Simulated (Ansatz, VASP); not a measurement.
# Two plane-wave programs on MgO

```xyz
8
Lattice="4.1607 0.0000 0.0000 0.0000 -4.1607 0.0000 0.0000 0.0000 -4.1607" Properties=species:S:1:pos:R:3 pbc="T T T"
Mg   -0.1471   -4.3078   -4.5767
Mg    2.0804   -2.0804   -4.1607
Mg    2.0804   -4.1607   -2.0804
Mg    0.0000   -2.0804   -2.0804
O     2.0804    0.0000    0.0000
O     0.0000   -2.0804    0.0000
O     0.0000    0.0000   -2.0804
O     2.0804   -2.0804   -2.0804
```

Alike in both runs: task single point; functional LDA; k mesh 6 × 6 × 6; occupations gaussian, width 0.05 eV; no spin polarisation.

```csv
,VASP,Ansatz
version,VASP 6.6.1,Ansatz 0.2.0
potentials or method,"VASP PAW LDA potentials, release 64 (Mg, O), cutoff 520 eV","scalar-relativistic, plane waves, PAW"
valence electrons in the cell,32,64
```

|  | VASP | Ansatz | Ansatz less VASP |
| --- | --- | --- | --- |
| gap on the k mesh at the Fermi level (eV) | 4.95 | 4.95 | +0.002 |
| least direct gap on the mesh (eV) | 4.95 | 4.95 | +0.002 |
| pressure (GPa) | 6.4 | 7.7 | +1.36 |
| traceless stress, the component that is largest in VASP (GPa) | 11.55 | 10.90 | -0.649 |
| rms of the force components (eV/Å) | 1.934 | 1.845 | -0.0895 |

Ansatz warns that its potentials were made for another functional, while VASP's fit it. LDA's correlation is that of Perdew and Zunger in VASP and of Perdew and Wang (1992) in Ansatz. Atom by atom the forces differ by 0.093 eV/Å (rms over components). VASP's potentials hold 32 valence electrons a cell and Ansatz's 64, so a difference there can come from the potentials and not from the codes.
